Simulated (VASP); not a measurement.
# Te4O (P-43m) in VASP: further runs

Te4O is run at these levels: PBE; tasks: single point, relaxation of cell and atoms.

All numbers are computed with VASP 6.6.1; they aren't measurements. Logs are shortened: lines on timing, memory, paths and dates and some standing lists are left out, and cuts for length are marked.

**1. The cell of the first run**

It takes space group P-43m (No. 215, cubic). The conventional cell has a = 4.982 Å, b = 4.982 Å, c = 4.982 Å, α = 90.00°, β = 90.00°, γ = 90.00°. Within 3.1 Å of Te (site symmetry 3m) lie 1 O at 2.37 Å. Within 3.1 Å of O (site symmetry -43m) lie 4 Te at 2.37 Å.

**2. Single point, PBE**

Input file INCAR:

```
SYSTEM = Te4O
PREC     = Accurate       ! precision mode
ENCUT    = 520            ! plane-wave cutoff, eV
EDIFF    = 1E-7           ! SCF threshold, eV
ISMEAR   = 0              ! smearing method
SIGMA    = 0.1            ! smearing width, eV
LREAL    = .FALSE.        ! projectors in reciprocal space
LASPH    = .TRUE.         ! aspherical terms in the spheres
NELM     = 100            ! most SCF steps
ALGO     = Normal         ! electronic algorithm
ISIF     = 2              ! what is computed and relaxed
LWAVE    = .FALSE.        ! write WAVECAR
LCHARG   = .TRUE.         ! write CHGCAR
GGA      = PE             ! functional
LELF     = .TRUE.         ! ELF
LVHAR    = .TRUE.       
NBANDS   = 23             ! bands
```

Input file KPOINTS:

```
Automatic mesh
0
G
  8 8 8
  0 0 0
```

Input file POSCAR:

```
Te4O
1.0
    4.9816602254      0.0000000000      0.0000000000
    0.0000000000      4.9816602254      0.0000000000
    0.0000000000      0.0000000000      4.9816602254
Te O
4 1
Direct
    0.2746587871      0.2746587871      0.2746587871
    0.7253412129      0.7253412129      0.2746587871
    0.2746587871      0.7253412129      0.7253412129
    0.7253412129      0.2746587871      0.7253412129
    0.0000000000      0.0000000000      0.0000000000
```

Potentials or basis: VASP PAW PBE potentials, release 64 (Te, O).

On the command line:

```bash
> cat potpaw_PBE.64/Te/POTCAR potpaw_PBE.64/O/POTCAR > POTCAR
> mpirun -np 1 vasp_std > vasp.out
```

OUTCAR:

```text
SYSTEM = Te4O
   PREC = Accurate
   ENCUT = 520
   EDIFF = 1E-7
   ISMEAR = 0
   LREAL = .FALSE.
   LASPH = .TRUE.
   NELM = 100
   ISIF = 2
   GGA = PE

 ion  position               nearest neighbor table
   1  0.275  0.275  0.275-   5 2.37   3 3.18   4 3.18   2 3.18   3 3.54   4 3.54   2 3.54   3 3.54
                             2 3.54   4 3.54
   2  0.725  0.725  0.275-   5 2.37   3 3.18   4 3.18   1 3.18   1 3.54   3 3.54   1 3.54   4 3.54
                             3 3.54   4 3.54
   3  0.275  0.725  0.725-   5 2.37   2 3.18   4 3.18   1 3.18   1 3.54   4 3.54   1 3.54   2 3.54
                             2 3.54   4 3.54
   4  0.725  0.275  0.725-   5 2.37   2 3.18   3 3.18   1 3.18   1 3.54   3 3.54   1 3.54   2 3.54
                             2 3.54   3 3.54
   5  0.000  0.000  0.000-   1 2.37   2 2.37   3 2.37   4 2.37

  LATTYP: Found a simple cubic cell.
 ALAT       =     4.9816602254

  Lattice vectors:

 A1 = (   4.9816602254,   0.0000000000,   0.0000000000)
 A2 = (   0.0000000000,   4.9816602254,   0.0000000000)
 A3 = (   0.0000000000,   0.0000000000,   4.9816602254)

Analysis of symmetry for initial positions (statically):
=====================================================================
 Subroutine PRICEL returns:
 Original cell was already a primitive cell.

 Routine SETGRP: Setting up the symmetry group for a
 simple cubic supercell.

 Subroutine GETGRP returns: Found 24 space group operations
 (whereof 24 operations were pure point group operations)
 out of a pool of 48 trial point group operations.

The static configuration has the point symmetry T_d .

Analysis of symmetry for dynamics (positions and initial velocities):
=====================================================================
 Subroutine PRICEL returns:
 Original cell was already a primitive cell.

 Routine SETGRP: Setting up the symmetry group for a
 simple cubic supercell.

 Subroutine GETGRP returns: Found 24 space group operations
 (whereof 24 operations were pure point group operations)
 out of a pool of 48 trial point group operations.

The dynamic configuration has the point symmetry T_d .

 Subroutine INISYM returns: Found 24 space group operations
 (whereof 24 operations are pure point group operations),
 and found     1 'primitive' translations

----------------------------------------------------------------------------------------

                                     Primitive cell

  volume of cell :     123.6296

  direct lattice vectors                    reciprocal lattice vectors
     4.981660225  0.000000000  0.000000000     0.200736292  0.000000000  0.000000000
     0.000000000  4.981660225  0.000000000     0.000000000  0.200736292  0.000000000
     0.000000000  0.000000000  4.981660225     0.000000000  0.000000000  0.200736292

  length of vectors
     4.981660225  4.981660225  4.981660225     0.200736292  0.200736292  0.200736292

  position of ions in fractional coordinates (direct lattice)
     0.274658787  0.274658787  0.274658787
     0.725341213  0.725341213  0.274658787
     0.274658787  0.725341213  0.725341213
     0.725341213  0.274658787  0.725341213
     0.000000000  0.000000000  0.000000000

  ion indices of the primitive-cell ions
   primitive index   ion index
                 1           1
                 2           2
                 3           3
                 4           4
                 5           5

----------------------------------------------------------------------------------------

 KPOINTS: Automatic mesh

Automatic generation of k-mesh.
 Grid dimensions read from file:
 generate k-points for:    8    8    8

 Generating k-lattice:

  Cartesian coordinates                     Fractional coordinates (reciprocal lattice)
     0.025092036  0.000000000  0.000000000     0.125000000  0.000000000  0.000000000
     0.000000000  0.025092036  0.000000000     0.000000000  0.125000000  0.000000000
     0.000000000  0.000000000  0.025092036     0.000000000  0.000000000  0.125000000

  Length of vectors
     0.025092036  0.025092036  0.025092036

  Shift w.r.t. Gamma in fractional coordinates (k-lattice)
     0.000000000  0.000000000  0.000000000

 Subroutine IBZKPT returns following result:
 ===========================================

 Found     35 irreducible k-points:

 Following reciprocal coordinates:
            Coordinates               Weight
  0.000000  0.000000  0.000000      1.000000
  0.125000  0.000000  0.000000      6.000000
  0.250000  0.000000  0.000000      6.000000
  0.375000  0.000000  0.000000      6.000000
  0.500000  0.000000  0.000000      3.000000
  0.125000  0.125000  0.000000     12.000000
[... 16 lines left out ...]
  0.375000  0.375000  0.125000     24.000000
  0.500000  0.375000  0.125000     24.000000
 [... further k-points ...]
   k-points           NKPTS =     35   k-points in BZ     NKDIM =     35   number of bands    NBANDS=     23
   number of dos      NEDOS =    301   number of ions     NIONS =      5
   total plane-waves  NPLWV =  64000
   dimension x,y,z NGX =    40 NGY =   40 NGZ =   40
   dimension x,y,z NGXF=    80 NGYF=   80 NGZF=   80
   ions per type =               4   1
   NGX,Y,Z   is equivalent  to a cutoff of  13.35, 13.35, 13.35 a.u.
   NGXF,Y,Z  is equivalent  to a cutoff of  26.70, 26.70, 26.70 a.u.
 SYSTEM =  Te4O
   PREC   = accura    normal or accurate (medium, high low for compatibility)
   ISTART =      0    job   : 0-new  1-cont  2-samecut
   ICHARG =      2    charge: 1-file 2-atom 10-const
   ISPIN  =      1    spin polarized calculation?
   LNONCOLLINEAR =      F non collinear calculations
   LSORBIT =      F    spin-orbit coupling
   LASPH  =      T    aspherical Exc in radial PAW
   ENCUT  =  520.0 eV  38.22 Ry    6.18 a.u.   9.26  9.26  9.26*2*pi/ulx,y,z
   NELM   =    100;   NELMIN=  2; NELMDL= -5     # of ELM steps
   EDIFF  = 0.1E-06   stopping-criterion for ELM
   LREAL  =      F    real-space projection
   EDIFFG = 0.1E-05   stopping-criterion for IOM
   NSW    =      0    number of steps for IOM
   IBRION =     -1    ionic relax: 0-MD 1-quasi-New 2-CG
   NFREE  =      0    steps in history (QN), initial steepest desc. (CG)
   ISIF   =      2    stress and relaxation
   ISYM   =      2    0-nonsym 1-usesym 2-fastsym
   POTIM  = 0.5000    time-step for ionic-motion
   TEBEG  =    0.0;   TEEND  =   0.0 temperature during run
   PSTRESS=    0.0 pullay stress
   NELECT =      30.0000    total number of electrons
   NUPDOWN=      -1.0000    fix difference up-down
   EMIN   =  10.00;   EMAX   =-10.00  energy-range for DOS
   EFERMI =   0.00;   METHOD = LEGACY
   ISMEAR =     0;   SIGMA  =   0.10  broadening in eV -4-tet -1-fermi 0-gaus
   EFERMI_NEDOS =   21; number of points for ismear=-14 and -15
   IALGO  =     38    algorithm
   IMIX   =      4    mixing-type and parameters
     AMIX     =   0.40;   BMIX     =  1.00
     AMIX_MAG =   1.60;   BMIX_MAG =  1.00
  volume/ion in A,a.u.               =      24.73       166.86
  Fermi-wavevector in a.u.,A,eV,Ry     =   1.021115  1.929627 14.186455  1.042675
  Thomas-Fermi vector in A             =   2.154721
   LORBIT       =      0    0 simple, 1 ext, 2 COOP (PROOUT), +10 PAW based schemes
   GGA     = PE    functional components
   LHFCALC =     F    Hartree Fock is set to
   AEXX    =    0.0000 exact exchange contribution
   IVDW    =     0    specifies the selected vdW correction
   LEPSILON=     F    determine dielectric tensor
   LRPA    =     F    only Hartree local field effects (RPA)
 non-spin polarized calculation
 Gauss-broadening in eV      SIGMA  =   0.10
  energy-cutoff  :      520.00
  volume of cell :      123.63
 maximum number of plane-waves:      3362
 NGX is ok and might be reduce to    40
   NGX = 19   NGY = 19   NGZ = 19

 number of electron      29.9999995 magnetization

 Free energy of the ion-electron system (eV)
  ---------------------------------------------------
  ext. energy  EPLUGINS =         0.00000000
  ---------------------------------------------------
  free energy    TOTEN  =       -16.88422776 eV

  energy without entropy =      -16.86389782  energy(sigma->0) =      -16.87406279

 E-fermi :   7.3779     XC(G=0): -10.0268

 val. band max:        7.3659039719   @ k =   0.2500   0.1250   0.0000
 cond. band min:       7.4261925563   @ k =   0.5000   0.0000   0.0000
 fundamental gap:      0.0602885845
 Fermi energy:         7.3779169977

 k-point     1 :       0.0000    0.0000    0.0000
  band No.  band energies     occupation
      1     -11.2319      2.00000
      2      -5.9289      2.00000
      3      -2.9575      2.00000
      4      -2.9575      2.00000
      5      -2.9575      2.00000
      6       2.3907      2.00000
[... 15 lines left out ...]
     22      11.8955      0.00000
     23      12.0571      0.00000

 k-point     2 :       0.1250    0.0000    0.0000
  band No.  band energies     occupation
      1     -11.2257      2.00000
      2      -5.9020      2.00000
      3      -3.0832      2.00000
      4      -2.9436      2.00000
      5      -2.9436      2.00000
      6       2.4232      2.00000
[... 15 lines left out ...]
     22      12.2053      0.00000
     23      12.3741      0.00000

 k-point     3 :       0.2500    0.0000    0.0000
  band No.  band energies     occupation
      1     -11.2102      2.00000
      2      -5.8311      2.00000
      3      -3.3694      2.00000
      4      -2.9094      2.00000
      5      -2.9094      2.00000
      6       1.8865      2.00000
[... 15 lines left out ...]
     22      12.5790      0.00000
     23      13.1777      0.00000

 k-point     4 :       0.3750    0.0000    0.0000
  band No.  band energies     occupation
      1     -11.1946      2.00000
      2      -5.7492      2.00000
      3      -3.6413      2.00000
      4      -2.8743      2.00000
      5      -2.8743      2.00000
      6       1.5423      2.00000
[... 15 lines left out ...]
     22      13.0724      0.00000
     23      14.2315      0.00000

 k-point     5 :       0.5000    0.0000    0.0000
  band No.  band energies     occupation
      1     -11.1881      2.00000
      2      -5.7109      2.00000
      3      -3.7524      2.00000
      4      -2.8595      2.00000
      5      -2.8595      2.00000
      6       1.4241      2.00000
[... 15 lines left out ...]
     22      13.1691      0.00000
     23      14.0045      0.00000

 k-point     6 :       0.1250    0.1250    0.0000
  band No.  band energies     occupation
      1     -11.2196      2.00000
      2      -5.8705      2.00000
      3      -3.1672      2.00000
      4      -2.9829      2.00000
      5      -2.9184      2.00000
      6       2.1638      2.00000
[... 15 lines left out ...]
     22      12.1468      0.00000
     23      12.3691      0.00000

 k-point     7 :       0.2500    0.1250    0.0000
  band No.  band energies     occupation
      1     -11.2049      2.00000
      2      -5.7868      2.00000
      3      -3.4266      2.00000
      4      -3.0020      2.00000
      5      -2.8648      2.00000
      6       1.7735      2.00000
[... 353 lines left out ...]
     22      12.9308      0.00000
     23      13.0890      0.00000

 k-point    21 :       0.3750    0.2500    0.1250
  band No.  band energies     occupation
      1     -11.1752      2.00000
      2      -5.4579      2.00000
      3      -3.7996      2.00000
      4      -3.3329      2.00000
      5      -2.7893      2.00000
      6       1.5393      2.00000
[... 15 lines left out ...]
     22      13.6290      0.00000
     23      13.8637      0.00000

 k-point    22 :       0.5000    0.2500    0.1250
  band No.  band energies     occupation
      1     -11.1700      2.00000
      2      -5.3776      2.00000
      3      -3.9238      2.00000
      4      -3.3487      2.00000
      5      -2.7744      2.00000
      6       1.5087      2.00000
[... 15 lines left out ...]
     22      13.9236      0.00000
     23      14.2971      0.00000

 k-point    23 :       0.3750    0.3750    0.1250
  band No.  band energies     occupation
      1     -11.1646      2.00000
      2      -5.2280      2.00000
      3      -3.8983      2.00000
      4      -3.6608      2.00000
      5      -2.7075      2.00000
      6       1.5341      2.00000
[... 15 lines left out ...]
     22      14.2412      0.00000
     23      14.3408      0.00000

 k-point    24 :       0.5000    0.3750    0.1250
  band No.  band energies     occupation
      1     -11.1602      2.00000
      2      -5.0955      2.00000
      3      -3.9949      2.00000
      4      -3.7768      2.00000
      5      -2.6720      2.00000
      6       1.5359      2.00000
[... 15 lines left out ...]
     22      14.0446      0.00000
     23      14.8371      0.00000

 [... further k-points ...]
[... 5 lines left out ...]
  --------------------------------------------------------------------------------------
  -------------------------------------------------------------------------------------
  Total       -0.1721070     -0.1721070     -0.1721070      0.0000000      0.0000000      0.0000000
  in kB       -2.2304203     -2.2304203     -2.2304203      0.0000000      0.0000000      0.0000000
  external PRESSURE =      -2.2304203 kB  Pullay stress =       0.0000000 kB

 VOLUME and BASIS-vectors are now :
 -----------------------------------------------------------------------------
  energy-cutoff  :      520.00
  volume of cell :      123.63
      direct lattice vectors                 reciprocal lattice vectors
     4.981660225  0.000000000  0.000000000     0.200736292  0.000000000  0.000000000
     0.000000000  4.981660225  0.000000000     0.000000000  0.200736292  0.000000000
     0.000000000  0.000000000  4.981660225     0.000000000  0.000000000  0.200736292

 POSITION                                       TOTAL-FORCE (eV/Angst)
 -----------------------------------------------------------------------------------
      1.36826      1.36826      1.36826        -0.009242     -0.009242     -0.009242
      3.61340      3.61340      1.36826         0.009242      0.009242     -0.009242
      1.36826      3.61340      3.61340        -0.009242      0.009242      0.009242
      3.61340      1.36826      3.61340         0.009242     -0.009242      0.009242
      0.00000      0.00000      0.00000         0.000000     -0.000000      0.000000
 -----------------------------------------------------------------------------------
    total drift:                               -0.000000     -0.000000     -0.000000

  FREE ENERGIE OF THE ION-ELECTRON SYSTEM (eV)
  ---------------------------------------------------
  free  energy   TOTEN  =       -16.8842277560 eV

  energy  without entropy=      -16.8638978190  energy(sigma->0) =      -16.87406279
```

Run time: 72 s. Hardware: 1 thread of AMD EPYC 9R45 (Zen 5), shared host; peak memory 0.24 GiB.

Results:

```
Free energy            : -16.8842 eV
Pressure               : -0.2 GPa
Largest force          : 0.016 eV/Å
Band gap on the k mesh : zero (band 15 reaches 8.83 eV, above the bottom of band 16 at 6.71 eV)
```

Forces on the atoms (eV/Å):
```
Te  -0.009 -0.009 -0.009
Te   0.009  0.009 -0.009
Te  -0.009  0.009  0.009
Te   0.009 -0.009  0.009
O    0.000  0.000  0.000
```

Caveat: spin-orbit coupling is left out, which moves the levels of the heavy elements.

(Continued in part 2 of 2.)
